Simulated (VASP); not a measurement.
A run of VASP 6.6.1 is set up as follows.

File POSCAR:

```
MgO
1.0
    3.4841042127      0.0000000000      0.0000000000
   -1.7420521064      3.0173227576      0.0000000000
    0.0000000000      0.0000000000      4.1229022818
Mg O
2 2
Direct
    0.6666666667      0.3333333333      0.7500000000
    0.3333333333      0.6666666667      0.2500000000
    0.6666666667      0.3333333333      0.2500000000
    0.3333333333      0.6666666667      0.7500000000
```

INCAR.step1

```
ALGO = Normal
EDIFF = 1E-4
ENCUT = 520
GGA = PE
ISMEAR = 0
LASPH = True
LCHARG = False
LREAL = False
LWAVE = True
NBANDS = 16
NELM = 80
PREC = Accurate
SIGMA = 0.05
```

The input INCAR.step2:

```
ALGO = Normal
EDIFF = 1E-6
ENCUT = 520
ISIF = 2
ISMEAR = 0
ISTART = 1
LASPH = True
LCHARG = True
LELF = True
LMIXTAU = True
LREAL = False
LVHAR = True
LWAVE = False
METAGGA = R2SCAN
NBANDS = 16
NELM = 80
PREC = Accurate
SIGMA = 0.05
```

The input KPOINTS:

```
k-points
0
Gamma
  6 6 6
```

Potentials or basis: VASP PAW PBE potentials, release 64 (Mg, O).

Command:

```sh
$ cat potpaw_PBE.64/Mg/POTCAR potpaw_PBE.64/O/POTCAR > POTCAR
$ cp INCAR.step1 INCAR
$ mpirun -np 1 vasp_std > vasp.out
$ cp INCAR.step2 INCAR
$ mpirun -np 1 vasp_std > vasp.out
```

Q: Predict the pressure.

A: 1.5 GPa.

Q: Predict the band gap on the k mesh.

A: 4.17 eV.

Stress tensor (GPa, compression positive):
```
0.54 0.00 0.00
0.00 0.54 0.00
0.00 0.00 3.52
```

Caveat: the cell differs from its parent crystal (strain -0.0150 x Voigt [0, 0, 1, 0, 0, 0]); the PAW data sets were made with another functional, which shifts forces and pressure a little.
